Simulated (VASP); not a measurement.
# CeReSe3 (Cmcm) in VASP: single point with PBE

Aim: the single point of CeReSe3 with PBE.

All numbers are computed with VASP 6.6.1; they aren't measurements. Logs are shortened: lines on timing, memory, paths and dates and some standing lists are left out, and cuts for length are marked.

## 1. The cell of the first run

Symmetry: Cmcm, No. 63, orthorhombic system. The conventional cell has a = 4.069 Å, b = 10.925 Å, c = 9.232 Å, α = 90.00°, β = 90.00°, γ = 90.00°. Re (site symmetry 2/m) has 6 Se at 2.50 to 2.55 Å and 2 Ce at 3.23 Å within 3.3 Å. Ce (site symmetry m2m) has 9 Se at 2.93 to 3.21 Å and 2 Re at 3.23 Å within 3.9 Å. Within 3.4 Å of Se (site symmetry m2m) lie 2 Re at 2.50 Å and 3 Ce at 3.04 to 3.21 Å and 4 Se at 3.38 Å. Se (site symmetry m) has 2 Re at 2.55 Å and 3 Ce at 2.93 to 3.15 Å and 5 Se at 3.09 to 3.38 Å within 3.4 Å.

## 2. Single point, PBE

Contents of INCAR:

```
  ALGO = Normal
  EDIFF = 1E-6
  ENCUT = 520
  GGA = PE
  ISIF = 2
  ISMEAR = -1
  LASPH = T
  LCHARG = T
  LELF = T
  LREAL = F
  LVHAR = T
  LWAVE = F
  NBANDS = 48
  NELM = 80
  PREC = Accurate
  SIGMA = 0.0513
```

Contents of KPOINTS:

```
k-points
0
Gamma
  5 5 2
```

Contents of POSCAR:

```
CeReSe3
1.0
    4.0692841988      0.0000000000      0.0000000000
    2.0346420994     -5.4622736526      0.0000000000
    0.0000000000      0.0000000000     -9.2320060423
Re Ce Se
2 2 6
Direct
    0.0000000000      0.0000000000      0.0000000000
    0.0000000000      0.0000000000      0.5000000000
    0.7933280204      0.4133439591      0.7500000000
    0.2066719796      0.5866560409      0.2500000000
    0.0868351456      0.8263297088      0.7500000000
    0.9131648544      0.1736702912      0.2500000000
    0.3622044586      0.2755910828      0.9632960657
    0.6377955414      0.7244089172      0.4632960657
    0.6377955414      0.7244089172      0.0367039343
    0.3622044586      0.2755910828      0.5367039343
```

Potentials or basis: VASP PAW PBE potentials, release 64 (Re, Ce, Se).

Started as:

```sh
cat potpaw_PBE.64/Re/POTCAR potpaw_PBE.64/Ce/POTCAR potpaw_PBE.64/Se/POTCAR > POTCAR
mpirun -np 1 vasp_std > vasp.out
```

OUTCAR:

```text
EDIFF = 1E-6
   ENCUT = 520
   GGA = PE
   ISIF = 2
   ISMEAR = -1
   LASPH = T
   LREAL = F
   NELM = 80
   PREC = Accurate

 ion  position               nearest neighbor table
   1  0.000  0.000  0.000-   5 2.50   6 2.50   7 2.55   9 2.55   9 2.55   7 2.55   4 3.23   3 3.23

   2  0.000  0.000  0.500-   5 2.50   6 2.50   8 2.55  10 2.55   8 2.55  10 2.55   4 3.23   3 3.23

   3  0.793  0.413  0.750-   7 2.93  10 2.93   7 2.93  10 2.93   1 3.23   2 3.23
   4  0.207  0.587  0.250-   8 2.93   9 2.93   8 2.93   9 2.93   1 3.23   2 3.23
   5  0.087  0.826  0.750-   1 2.50   2 2.50
   6  0.913  0.174  0.250-   1 2.50   2 2.50
   7  0.362  0.276  0.963-   1 2.55   1 2.55   3 2.93   3 2.93
   8  0.638  0.724  0.463-   2 2.55   2 2.55   4 2.93   4 2.93
   9  0.638  0.724  0.037-   1 2.55   1 2.55   4 2.93   4 2.93
  10  0.362  0.276  0.537-   2 2.55   2 2.55   3 2.93   3 2.93

  LATTYP: Found a base centered orthorhombic cell.
 ALAT       =     4.0692841988
 B/A-ratio  =     2.6846361108
 C/A-ratio  =     2.2687051558

  Lattice vectors:

 A1 = (   2.0346420994,   5.4622736526,   0.0000000000)
 A2 = (   2.0346420994,  -5.4622736526,   0.0000000000)
 A3 = (   0.0000000000,   0.0000000000,  -9.2320060423)

Analysis of symmetry for initial positions (statically):
=====================================================================
 Subroutine PRICEL returns:
 Original cell was already a primitive cell.

 Routine SETGRP: Setting up the symmetry group for a
 base centered orthorhombic supercell.

 Subroutine GETGRP returns: Found  8 space group operations
 (whereof  4 operations were pure point group operations)
 out of a pool of  8 trial point group operations.

The static configuration has the point symmetry C_2h.
 The point group associated with its full space group is D_2h.

Analysis of symmetry for dynamics (positions and initial velocities):
=====================================================================
 Subroutine PRICEL returns:
 Original cell was already a primitive cell.

 Routine SETGRP: Setting up the symmetry group for a
 base centered orthorhombic supercell.

 Subroutine GETGRP returns: Found  8 space group operations
 (whereof  4 operations were pure point group operations)
 out of a pool of  8 trial point group operations.

The dynamic configuration has the point symmetry C_2h.
 The point group associated with its full space group is D_2h.

 Subroutine INISYM returns: Found  8 space group operations
 (whereof  4 operations are pure point group operations),
 and found     1 'primitive' translations

----------------------------------------------------------------------------------------

                                     Primitive cell

  volume of cell :     205.2048

  direct lattice vectors                    reciprocal lattice vectors
     4.069284199  0.000000000  0.000000000     0.245743465  0.091536974  0.000000000
     2.034642099 -5.462273653  0.000000000     0.000000000 -0.183073948  0.000000000
     0.000000000  0.000000000 -9.232006042     0.000000000  0.000000000 -0.108318820

  length of vectors
     4.069284199  5.828910870  9.232006042     0.262238190  0.183073948  0.108318820

  position of ions in fractional coordinates (direct lattice)
     0.000000000  0.000000000  0.000000000
     0.000000000  0.000000000  0.500000000
     0.793328020  0.413343959  0.750000000
     0.206671980  0.586656041  0.250000000
     0.086835146  0.826329709  0.750000000
     0.913164854  0.173670291  0.250000000
     0.362204459  0.275591083  0.963296066
     0.637795541  0.724408917  0.463296066
     0.637795541  0.724408917  0.036703934
     0.362204459  0.275591083  0.536703934

  ion indices of the primitive-cell ions
   primitive index   ion index
                 1           1
                 2           2
                 3           3
                 4           4
                 5           5
                 6           6
                 7           7
                 8           8
                 9           9
                10          10

----------------------------------------------------------------------------------------

 KPOINTS: k-points

Automatic generation of k-mesh.
 Grid dimensions read from file:
 generate k-points for:    5    5    2

 Generating k-lattice:

  Cartesian coordinates                     Fractional coordinates (reciprocal lattice)
     0.049148693  0.018307395  0.000000000     0.200000000  0.000000000  0.000000000
     0.000000000 -0.036614790  0.000000000     0.000000000  0.200000000  0.000000000
     0.000000000  0.000000000 -0.054159410     0.000000000  0.000000000  0.500000000

  Length of vectors
     0.052447638  0.036614790  0.054159410

  Shift w.r.t. Gamma in fractional coordinates (k-lattice)
     0.000000000  0.000000000  0.000000000

 Subroutine IBZKPT returns following result:
 ===========================================

 Found     18 irreducible k-points:

 Following reciprocal coordinates:
            Coordinates               Weight
  0.000000  0.000000  0.000000      1.000000
  0.200000  0.000000  0.000000      4.000000
  0.400000  0.000000  0.000000      4.000000
  0.000000  0.200000  0.000000      2.000000
  0.400000  0.200000  0.000000      2.000000
 -0.400000  0.200000  0.000000      4.000000
[... 10 lines left out ...]
  0.000000  0.400000  0.500000      2.000000
 -0.200000  0.400000  0.500000      2.000000
   k-points           NKPTS =     18   k-points in BZ     NKDIM =     18   number of bands    NBANDS=     48
   number of dos      NEDOS =    301   number of ions     NIONS =     10
   total plane-waves  NPLWV = 100800
   dimension x,y,z NGX =    30 NGY =   48 NGZ =   70
   dimension x,y,z NGXF=    60 NGYF=   96 NGZF=  140
   ions per type =               2   2   6
   NGX,Y,Z   is equivalent  to a cutoff of  12.26, 13.69, 12.61 a.u.
   NGXF,Y,Z  is equivalent  to a cutoff of  24.51, 27.38, 25.21 a.u.
 SYSTEM =  unknown system
   PREC   = accura    normal or accurate (medium, high low for compatibility)
   ISTART =      0    job   : 0-new  1-cont  2-samecut
   ICHARG =      2    charge: 1-file 2-atom 10-const
   ISPIN  =      1    spin polarized calculation?
   LNONCOLLINEAR =      F non collinear calculations
   LSORBIT =      F    spin-orbit coupling
   LASPH  =      T    aspherical Exc in radial PAW
   ENCUT  =  520.0 eV  38.22 Ry    6.18 a.u.   7.57 10.84 17.17*2*pi/ulx,y,z
   NELM   =     80;   NELMIN=  2; NELMDL= -5     # of ELM steps
   EDIFF  = 0.1E-05   stopping-criterion for ELM
   LREAL  =      F    real-space projection
   EDIFFG = 0.1E-04   stopping-criterion for IOM
   NSW    =      0    number of steps for IOM
   IBRION =     -1    ionic relax: 0-MD 1-quasi-New 2-CG
   NFREE  =      0    steps in history (QN), initial steepest desc. (CG)
   ISIF   =      2    stress and relaxation
   ISYM   =      2    0-nonsym 1-usesym 2-fastsym
   POTIM  = 0.5000    time-step for ionic-motion
   TEBEG  =    0.0;   TEEND  =   0.0 temperature during run
   PSTRESS=    0.0 pullay stress
   NELECT =      74.0000    total number of electrons
   NUPDOWN=      -1.0000    fix difference up-down
   EMIN   =  10.00;   EMAX   =-10.00  energy-range for DOS
   EFERMI =   0.00;   METHOD = LEGACY
   ISMEAR =    -1;   SIGMA  =   0.05  broadening in eV -4-tet -1-fermi 0-gaus
   EFERMI_NEDOS =   21; number of points for ismear=-14 and -15
   IALGO  =     38    algorithm
   IMIX   =      4    mixing-type and parameters
     AMIX     =   0.40;   BMIX     =  1.00
     AMIX_MAG =   1.60;   BMIX_MAG =  1.00
  volume/ion in A,a.u.               =      20.52       138.48
  Fermi-wavevector in a.u.,A,eV,Ry     =   1.165260  2.202022 18.474415  1.357831
  Thomas-Fermi vector in A             =   2.301788
   LORBIT       =      0    0 simple, 1 ext, 2 COOP (PROOUT), +10 PAW based schemes
   GGA     = PE    functional components
   LHFCALC =     F    Hartree Fock is set to
   AEXX    =    0.0000 exact exchange contribution
   IVDW    =     0    specifies the selected vdW correction
   LEPSILON=     F    determine dielectric tensor
   LRPA    =     F    only Hartree local field effects (RPA)
 non-spin polarized calculation
  energy-cutoff  :      520.00
  volume of cell :      205.20
 maximum number of plane-waves:      5548
 NGX is ok and might be reduce to    30
   NGX = 15   NGY = 21   NGZ = 35

 number of electron      73.9999997 magnetization

 Free energy of the ion-electron system (eV)
  ---------------------------------------------------
  ext. energy  EPLUGINS =         0.00000000
  ---------------------------------------------------
  free energy    TOTEN  =       -65.69710259 eV

  energy without entropy =      -65.59746951  energy(sigma->0) =      -65.64728605

 E-fermi :   6.9861     XC(G=0): -11.0300

 val. band max:        6.9838856794   @ k =   0.4000   0.0000   0.0000
 cond. band min:       6.9903067475   @ k =   0.4000   0.2000   0.5000
 fundamental gap:      0.0064210680
 Fermi energy:         6.9860910869

 k-point     1 :       0.0000    0.0000    0.0000
  band No.  band energies     occupation
      1     -27.7193      2.00000
      2     -27.7144      2.00000
      3     -11.1054      2.00000
      4     -10.7204      2.00000
      5     -10.6769      2.00000
      6     -10.6443      2.00000
[... 40 lines left out ...]
     47       7.4503      0.00024
     48       7.5867      0.00002

 k-point     2 :       0.2000    0.0000    0.0000
  band No.  band energies     occupation
      1     -27.7105      2.00000
      2     -27.7065      2.00000
      3     -10.9928      2.00000
      4     -10.7046      2.00000
      5     -10.6836      2.00000
      6     -10.6782      2.00000
[... 808 lines left out ...]
 k-point    18 :      -0.2000    0.4000    0.5000
  band No.  band energies     occupation
      1     -27.7081      2.00000
      2     -27.7081      2.00000
      3     -10.8559      2.00000
      4     -10.8559      2.00000
      5     -10.7303      2.00000
      6     -10.7303      2.00000
[... 40 lines left out ...]
     47       7.4724      0.00015
     48       7.4724      0.00015

------------------------ aborting loop because EDIFF is reached ----------------------------------------

  FORCE on cell =-STRESS in cart. coord.  units (eV):
  Direction    XX          YY          ZZ          XY          YZ          ZX
  --------------------------------------------------------------------------------------
  -------------------------------------------------------------------------------------
  Total        6.7042681      6.6792064      6.7163665      0.0000000     -0.0000000      0.0000000
  in kB       52.3449030     52.1492288     52.4393635      0.0000000     -0.0000000      0.0000000
  external PRESSURE =      52.3111651 kB  Pullay stress =       0.0000000 kB

 VOLUME and BASIS-vectors are now :
 -----------------------------------------------------------------------------
  energy-cutoff  :      520.00
  volume of cell :      205.20
      direct lattice vectors                 reciprocal lattice vectors
     4.069284199  0.000000000  0.000000000     0.245743465  0.091536974  0.000000000
     2.034642099 -5.462273653  0.000000000     0.000000000 -0.183073948  0.000000000
     0.000000000  0.000000000 -9.232006042     0.000000000  0.000000000 -0.108318820

 POSITION                                       TOTAL-FORCE (eV/Angst)
 -----------------------------------------------------------------------------------
      0.00000      0.00000      0.00000         0.000000     -0.000000      0.000000
      0.00000      0.00000     -4.61600         0.000000     -0.000000      0.000000
      4.06928     -2.25780     -6.92400         0.000000     -0.004988      0.000000
      2.03464     -3.20448     -2.30800         0.000000      0.004988      0.000000
      2.03464     -4.51364     -6.92400         0.000000      0.033025     -0.000000
      4.06928     -0.94863     -2.30800         0.000000     -0.033025      0.000000
      2.03464     -1.50535     -8.89316         0.000000     -0.034783      0.008125
      4.06928     -3.95692     -4.27715        -0.000000      0.034783      0.008125
      4.06928     -3.95692     -0.33885        -0.000000      0.034783     -0.008125
      2.03464     -1.50535     -4.95485         0.000000     -0.034783     -0.008125
 -----------------------------------------------------------------------------------
    total drift:                                0.000000     -0.000000      0.000000

  FREE ENERGIE OF THE ION-ELECTRON SYSTEM (eV)
  ---------------------------------------------------
  free  energy   TOTEN  =       -65.6971025857 eV

  energy  without entropy=      -65.5974695052  energy(sigma->0) =      -65.64728605
```

It took 5.6 min on 1 thread of Intel Xeon 6975P-C (Granite Rapids), shared host; peak memory 0.42 GiB.

What came out:

```
Free energy            : -65.6971 eV
Pressure               : 5.2 GPa
Largest force          : 0.036 eV/Å
Band gap on the k mesh : zero (bands 37 and 38 overlap by 0.28 eV)
```

Forces in eV/Å, atoms in the order of the input:
```
Re   0.000  0.000  0.000
Re   0.000  0.000  0.000
Ce   0.000 -0.005  0.000
Ce   0.000  0.005  0.000
Se   0.000  0.033  0.000
Se   0.000 -0.033  0.000
Se   0.000 -0.035  0.008
Se   0.000  0.035  0.008
Se   0.000  0.035 -0.008
Se   0.000 -0.035 -0.008
```

Levels at points of the mesh, in eV from the Fermi level:
```csv
k point,band 34,band 35,band 36,band 37,band 38,band 39,band 40,band 41
"(0.00, 0.00, 0.00)",-0.67,-0.26,-0.15,-0.12,0.06,0.31,0.32,0.36
"(0.00, 0.00, 0.50)",-0.72,-0.12,-0.12,0.14,0.14,0.30,0.30,0.32
```

Caveat: the cell stands under pressure; spin-orbit coupling is left out, which moves the levels of the heavy elements; the run has no spin polarisation, though such a crystal can be magnetic; semilocal functionals describe open f shells poorly, which spoils levels, moments and volumes. Spin polarisation is off, so any magnetic state and its effect on volume and gap are missing.
